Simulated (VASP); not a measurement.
Write the native input for VASP 6.6.1 that does the following.

```
Task                   : single point
Functional             : LDA
Potentials or basis    : VASP PAW LDA potentials, release 64 (K_sv, Cl)
Cutoff                 : 520 eV
k mesh                 : 7 × 7 × 7
Occupations            : fermi-dirac, width 0.05 eV
Spin                   : no spin polarisation
Dipole correction      : no
Further INCAR settings : ALGO = Normal; EDIFF = 1e-06; NBANDS = 15
```

The structure of KCl (Sylvite) lies in POSCAR:

```
KCl
1.0
    0.0000000000      3.1253521154      3.1253521154
    3.1253521154      0.0000000000      3.1253521154
    3.1253521154      3.1253521154      0.0000000000
K Cl
1 1
Direct
    0.0000000000      0.0000000000      0.0000000000
    0.5000000000      0.5000000000      0.5000000000
```

This cell differs from its parent crystal: volume scaled by 0.98.

The input as run:

INCAR

```
SYSTEM = KCl
ALGO = Normal
EDIFF = 1E-6
ENCUT = 520
ISIF = 2
ISMEAR = -1
LASPH = .TRUE.
LCHARG = .FALSE.
LREAL = .FALSE.
LWAVE = .FALSE.
NBANDS = 15
NELM = 80
PREC = Accurate
SIGMA = 0.05
```

KPOINTS

```
k-points
0
G
  7 7 7
  0 0 0
```

Potentials or basis: VASP PAW LDA potentials, release 64 (K_sv, Cl).

Run with:

```sh
$ cat potpaw_LDA.64/K_sv/POTCAR potpaw_LDA.64/Cl/POTCAR > POTCAR
$ mpirun -np 1 vasp_std > vasp.out
```

It gave:

```
Pressure               : -1.6 GPa
Band gap on the k mesh : 4.81 eV, direct
```

Wall time 41 s on 1 thread of AMD EPYC 7R13, on a shared host, peak memory 0.14 GiB.
